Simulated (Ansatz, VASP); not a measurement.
Two plane-wave programs on SiO2

```
Si O
1.0
     4.87570    0.00000    0.00000
     0.00000    4.87570    0.00000
     0.00000    0.00000    6.71630
Si O
4 8
Direct
  0.31537 0.31537 0.00000
  0.18463 0.81537 0.25000
  0.68463 0.68463 0.50000
  0.81537 0.18463 0.75000
  0.23212 0.13648 0.19522
  0.36352 0.73212 0.44522
  0.76788 0.86352 0.69522
  0.63648 0.26788 0.94522
  0.73212 0.36352 0.55478
  0.86352 0.76788 0.30478
  0.26788 0.63648 0.05478
  0.13648 0.23212 0.80478
```

Alike in both runs: functional PBE; k mesh 5 × 5 × 4; occupations fermi-dirac, width 0.02 eV; no spin polarisation.

Ansatz relaxed the structure, and its values are those at the end. VASP's run is a single point on that final structure, the one shown.

```csv
,VASP,Ansatz
version,VASP 6.6.1,Ansatz 0.2.0
potentials or method,"VASP PAW PBE potentials, release 64 (Si, O)","plane-wave PAW, scalar-relativistic"
plane-wave cutoff (eV),520,420
valence electrons in the cell,64,64
```

Ansatz gave:

* gap on the k mesh at the Fermi level (eV): 5.72
* pressure (GPa): 2.7
* rms of the force components (eV/Å): 0.008

Q: Which values does VASP return?

A: gap on the k mesh at the Fermi level (eV): 5.72; pressure (GPa): 2.9; rms of the force components (eV/Å): 0.016.

The functional is the same, so the differences come from potentials, cutoffs and numerics. Ansatz's warnings: stress scf threshold loose.
